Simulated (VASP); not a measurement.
# Si in VASP: further runs

Runs on Si. Level: LDA. Tasks: single point.

Everything below comes from runs of VASP 6.6.1. Logs are shortened: lines on timing, memory, paths and dates and some standing lists are left out, and cuts for length are marked.

**1. The cell of the first run**

The cell holds a slab with vacuum, 5 atoms: a = 3.820 Å, b = 3.820 Å, c = 21.065 Å, α = 90.00°, β = 90.00°, γ = 90.00°.

**2. Single point, LDA, collinear spin**

Input file INCAR:

```
PREC = Accurate
ENCUT = 520
EDIFF = 1E-6
ISMEAR = 0
SIGMA = 0.05
LREAL = False
LASPH = True
NELM = 150
ALGO = Normal
ISIF = 2
LWAVE = False
LCHARG = True
ISPIN = 2
MAGMOM = 0 0 0 0 2
LORBIT = 11
LDIPOL = True
IDIPOL = 3
DIPOL = 0.5 0.5 0.322
LELF = True
LVHAR = True
LVACPOTAV = True
NBANDS = 22
```

Input file KPOINTS:

```
regular mesh
0
Gamma
  7 7 1
```

Input file POSCAR:

```
Si
1.0
    3.8195065206      0.0000000000      0.0000000000
    0.0000000000      3.8195065206      0.0000000000
    0.0000000000      0.0000000000     21.0645252450
Si
5
Direct
    0.0000000000      0.5000000000      0.1898927203
    0.0000000000      0.0000000000      0.2540004780
    0.5000000000      0.0000000000      0.3202822601
    0.5000000000      0.5000000000      0.3828486591
    0.5000000000      0.5000000000      0.4635530652
```

Potentials or basis: VASP PAW LDA potentials, release 64 (Si).

Launch:

```console
cat potpaw_LDA.64/Si/POTCAR > POTCAR
mpirun -np 1 vasp_std > vasp.out
```

OUTCAR:

```text
PREC = Accurate
   ENCUT = 520
   EDIFF = 1E-6
   ISMEAR = 0
   LREAL = False
   LASPH = True
   NELM = 150
   ISIF = 2
   ISPIN = 2
   LORBIT = 11

 ion  position               nearest neighbor table
   1  0.000  0.500  0.190-   2 2.34   2 2.34
   2  0.000  0.000  0.254-   1 2.34   1 2.34   3 2.37   3 2.37
   3  0.500  0.000  0.320-   4 2.32   4 2.32   2 2.37   2 2.37
   4  0.500  0.500  0.383-   5 1.70   3 2.32   3 2.32
   5  0.500  0.500  0.464-   4 1.70

  LATTYP: Found a simple tetragonal cell.
 ALAT       =     3.8195065206
 C/A-ratio  =     5.5149860673

  Lattice vectors:

 A1 = (   3.8195065206,   0.0000000000,   0.0000000000)
 A2 = (   0.0000000000,   3.8195065206,   0.0000000000)
 A3 = (   0.0000000000,   0.0000000000,  21.0645252450)

Analysis of symmetry for initial positions (statically):
=====================================================================
 Subroutine PRICEL returns:
 Original cell was already a primitive cell.

 Routine SETGRP: Setting up the symmetry group for a
 simple tetragonal supercell.

 Subroutine GETGRP returns: Found  4 space group operations
 (whereof  4 operations were pure point group operations)
 out of a pool of 16 trial point group operations.

The static configuration has the point symmetry C_2v.

Analysis of symmetry for dynamics (positions and initial velocities):
=====================================================================
 Subroutine PRICEL returns:
 Original cell was already a primitive cell.

 Routine SETGRP: Setting up the symmetry group for a
 simple tetragonal supercell.

 Subroutine GETGRP returns: Found  4 space group operations
 (whereof  4 operations were pure point group operations)
 out of a pool of 16 trial point group operations.

The dynamic configuration has the point symmetry C_2v.

Analysis of structural, dynamic, and magnetic symmetry:
=====================================================================
 Subroutine PRICEL returns:
 Original cell was already a primitive cell.

 Routine SETGRP: Setting up the symmetry group for a
 simple tetragonal supercell.

 Subroutine GETGRP returns: Found  4 space group operations
 (whereof  4 operations were pure point group operations)
 out of a pool of 16 trial point group operations.

The overall configuration has the point symmetry C_2v.

 Subroutine INISYM returns: Found  4 space group operations
 (whereof  4 operations are pure point group operations),
 and found     1 'primitive' translations

----------------------------------------------------------------------------------------

                                     Primitive cell

  volume of cell :     307.3026

  direct lattice vectors                    reciprocal lattice vectors
     3.819506521  0.000000000  0.000000000     0.261813927  0.000000000  0.000000000
     0.000000000  3.819506521  0.000000000     0.000000000  0.261813927  0.000000000
     0.000000000  0.000000000 21.064525245     0.000000000  0.000000000  0.047473180

  length of vectors
     3.819506521  3.819506521 21.064525245     0.261813927  0.261813927  0.047473180

  position of ions in fractional coordinates (direct lattice)
     0.000000000  0.500000000  0.189892720
     0.000000000  0.000000000  0.254000478
     0.500000000  0.000000000  0.320282260
     0.500000000  0.500000000  0.382848659
     0.500000000  0.500000000  0.463553065

  ion indices of the primitive-cell ions
   primitive index   ion index
                 1           1
                 2           2
                 3           3
                 4           4
                 5           5

----------------------------------------------------------------------------------------

 KPOINTS: regular mesh

Automatic generation of k-mesh.
 Grid dimensions read from file:
 generate k-points for:    7    7    1

 Generating k-lattice:

  Cartesian coordinates                     Fractional coordinates (reciprocal lattice)
     0.037401990  0.000000000  0.000000000     0.142857143  0.000000000  0.000000000
     0.000000000  0.037401990  0.000000000     0.000000000  0.142857143  0.000000000
     0.000000000  0.000000000  0.047473180     0.000000000  0.000000000  1.000000000

  Length of vectors
     0.037401990  0.037401990  0.047473180

  Shift w.r.t. Gamma in fractional coordinates (k-lattice)
     0.000000000  0.000000000  0.000000000

 Subroutine IBZKPT returns following result:
 ===========================================

 Found     16 irreducible k-points:

 Following reciprocal coordinates:
            Coordinates               Weight
  0.000000  0.000000  0.000000      1.000000
  0.142857  0.000000  0.000000      2.000000
  0.000000  0.142857  0.000000      2.000000
  0.285714  0.000000  0.000000      2.000000
  0.000000  0.285714  0.000000      2.000000
  0.428571  0.000000  0.000000      2.000000
[... 8 lines left out ...]
 -0.285714  0.428571  0.000000      4.000000
  0.428571  0.428571  0.000000      4.000000
   k-points           NKPTS =     16   k-points in BZ     NKDIM =     16   number of bands    NBANDS=     22
   number of dos      NEDOS =    301   number of ions     NIONS =      5
   total plane-waves  NPLWV = 125440
   dimension x,y,z NGX =    28 NGY =   28 NGZ =  160
   dimension x,y,z NGXF=    56 NGYF=   56 NGZF=  320
   ions per type =               5
   NGX,Y,Z   is equivalent  to a cutoff of  12.19, 12.19, 12.63 a.u.
   NGXF,Y,Z  is equivalent  to a cutoff of  24.37, 24.37, 25.26 a.u.
 SYSTEM =  unknown system
   PREC   = accura    normal or accurate (medium, high low for compatibility)
   ISTART =      0    job   : 0-new  1-cont  2-samecut
   ICHARG =      2    charge: 1-file 2-atom 10-const
   ISPIN  =      2    spin polarized calculation?
   LNONCOLLINEAR =      F non collinear calculations
   LSORBIT =      F    spin-orbit coupling
   LASPH  =      T    aspherical Exc in radial PAW
   ENCUT  =  520.0 eV  38.22 Ry    6.18 a.u.   7.10  7.10 39.17*2*pi/ulx,y,z
   NELM   =    150;   NELMIN=  2; NELMDL= -5     # of ELM steps
   EDIFF  = 0.1E-05   stopping-criterion for ELM
   LREAL  =      F    real-space projection
   EDIFFG = 0.1E-04   stopping-criterion for IOM
   NSW    =      0    number of steps for IOM
   IBRION =     -1    ionic relax: 0-MD 1-quasi-New 2-CG
   NFREE  =      0    steps in history (QN), initial steepest desc. (CG)
   ISIF   =      2    stress and relaxation
   ISYM   =      2    0-nonsym 1-usesym 2-fastsym
   POTIM  = 0.5000    time-step for ionic-motion
   TEBEG  =    0.0;   TEEND  =   0.0 temperature during run
   PSTRESS=    0.0 pullay stress
   NELECT =      20.0000    total number of electrons
   NUPDOWN=      -1.0000    fix difference up-down
   EMIN   =  10.00;   EMAX   =-10.00  energy-range for DOS
   EFERMI =   0.00;   METHOD = LEGACY
   ISMEAR =     0;   SIGMA  =   0.05  broadening in eV -4-tet -1-fermi 0-gaus
   EFERMI_NEDOS =   21; number of points for ismear=-14 and -15
   IALGO  =     38    algorithm
   IMIX   =      4    mixing-type and parameters
     AMIX     =   0.40;   BMIX     =  1.00
     AMIX_MAG =   1.60;   BMIX_MAG =  1.00
  volume/ion in A,a.u.               =      61.46       414.76
  Fermi-wavevector in a.u.,A,eV,Ry     =   0.658511  1.244405  5.899979  0.433636
  Thomas-Fermi vector in A             =   1.730355
   LORBIT       =     11    0 simple, 1 ext, 2 COOP (PROOUT), +10 PAW based schemes
   GGA     = CA    functional components
   LHFCALC =     F    Hartree Fock is set to
   AEXX    =    0.0000 exact exchange contribution
   IVDW    =     0    specifies the selected vdW correction
   LEPSILON=     F    determine dielectric tensor
   LRPA    =     F    only Hartree local field effects (RPA)
 spin polarized calculation
 Gauss-broadening in eV      SIGMA  =   0.05
  energy-cutoff  :      520.00
  volume of cell :      307.30
 maximum number of plane-waves:      8299
   NGX = 15   NGY = 15   NGZ = 79

 dipolmoment           0.000000      0.000000     -0.155353 electrons x Angstroem

 number of electron      20.0000000 magnetization       0.3611567

 dipolmoment           0.000000      0.000000      0.033210 electrons x Angstroem

 Free energy of the ion-electron system (eV)
  ---------------------------------------------------
  ext. energy  EPLUGINS =         0.00000000
  ---------------------------------------------------
  free energy    TOTEN  =       -20.55772929 eV

  energy without entropy =      -20.55022089  energy(sigma->0) =      -20.55397509

 E-fermi :  -2.1769     XC(G=0):  -4.0882

 val. band max:       -2.2001688104   @ k =   0.4286   0.4286   0.0000
 cond. band min:      -2.1759068073   @ k =   0.1429   0.1429   0.0000
 fundamental gap:      0.0242620030
 Fermi energy:        -2.1768558800

 spin component 1

 k-point     1 :       0.0000    0.0000    0.0000
  band No.  band energies     occupation
      1     -13.4317      1.00000
      2     -11.9377      1.00000
      3      -9.6476      1.00000
      4      -6.4515      1.00000
      5      -4.3862      1.00000
      6      -3.9843      1.00000
[... 389 lines left out ...]
     21       5.5232      0.00000
     22       6.2552      0.00000
 Fermi energy:        -2.1768558800

 spin component 2

 k-point     1 :       0.0000    0.0000    0.0000
  band No.  band energies     occupation
      1     -13.3862      1.00000
      2     -11.8729      1.00000
      3      -9.5799      1.00000
      4      -6.3865      1.00000
      5      -4.3420      1.00000
      6      -3.9499      1.00000
[... 389 lines left out ...]
     21       5.5629      0.00000
     22       6.2957      0.00000

------------------------ aborting loop because EDIFF is reached ----------------------------------------

  FORCE on cell =-STRESS in cart. coord.  units (eV):
  Direction    XX          YY          ZZ          XY          YZ          ZX
  --------------------------------------------------------------------------------------
  -------------------------------------------------------------------------------------
  Total       -3.7596858     -1.7021703     32.8726371      0.0000000      0.0000000      0.0000000
  in kB      -19.6017999     -8.8745717    171.3874198      0.0000000      0.0000000      0.0000000
  external PRESSURE =      47.6370161 kB  Pullay stress =       0.0000000 kB

 VOLUME and BASIS-vectors are now :
 -----------------------------------------------------------------------------
  energy-cutoff  :      520.00
  volume of cell :      307.30
      direct lattice vectors                 reciprocal lattice vectors
     3.819506521  0.000000000  0.000000000     0.261813927  0.000000000  0.000000000
     0.000000000  3.819506521  0.000000000     0.000000000  0.261813927  0.000000000
     0.000000000  0.000000000 21.064525245     0.000000000  0.000000000  0.047473180

 POSITION                                       TOTAL-FORCE (eV/Angst)
 -----------------------------------------------------------------------------------
      0.00000      1.90975      4.00000         0.000000      0.000000      0.065702
      0.00000      0.00000      5.35040         0.000000      0.000000      0.209592
      1.90975      0.00000      6.74659         0.000000      0.000000     -0.503147
      1.90975      1.90975      8.06453         0.000000      0.000000    -19.216792
      1.90975      1.90975      9.76453         0.000000      0.000000     19.444644
 -----------------------------------------------------------------------------------
    total drift:                               -0.000000      0.000000      0.000038

  FREE ENERGIE OF THE ION-ELECTRON SYSTEM (eV)
  ---------------------------------------------------
  free  energy   TOTEN  =       -20.5577292886 eV

  energy  without entropy=      -20.5502208933  energy(sigma->0) =      -20.55397509

 vacuum level on the upper side and lower side of the slab         3.906         3.494

 total charge

# of ion       s       p       d       tot
------------------------------------------
    1        0.869   0.729   0.000   1.598
    2        0.774   0.923   0.000   1.697
    3        0.785   0.898   0.000   1.683
    4        0.870   1.153   0.000   2.024
    5        0.938   0.921   0.000   1.859
--------------------------------------------------
tot          4.237   4.624   0.000   8.861

 magnetization (x)

# of ion       s       p       d       tot
------------------------------------------
    1        0.002   0.016   0.000   0.018
    2        0.001   0.011   0.000   0.012
    3        0.008   0.013   0.000   0.022
    4        0.002   0.010   0.000   0.012
    5        0.010   0.065   0.000   0.075
--------------------------------------------------
tot          0.023   0.116   0.000   0.139
```

It took 4.1 min on 1 thread of AMD EPYC 9R14 (Zen 4), shared host; peak memory 0.34 GiB.

Results:

```
Free energy                                           : -20.5577 eV
Largest force                                         : 19.445 eV/Å
Net moment                                            : 0.36 μB per cell
Site moments                                          : Si +0.02, +0.01, +0.07 (each value once) μB
Valence electrons inside the program's atomic spheres : Si 1.60, 1.70, 1.68, 2.02, 1.86
```

Forces in eV/Å, atoms in the order of the input:
```
Si    0.000   0.000   0.066
Si    0.000   0.000   0.210
Si    0.000   0.000  -0.503
Si    0.000   0.000 -19.217
Si    0.000   0.000  19.445
```

Caveat: a moment this small can come from the mesh or the smearing.

[end of part 1 of 2]
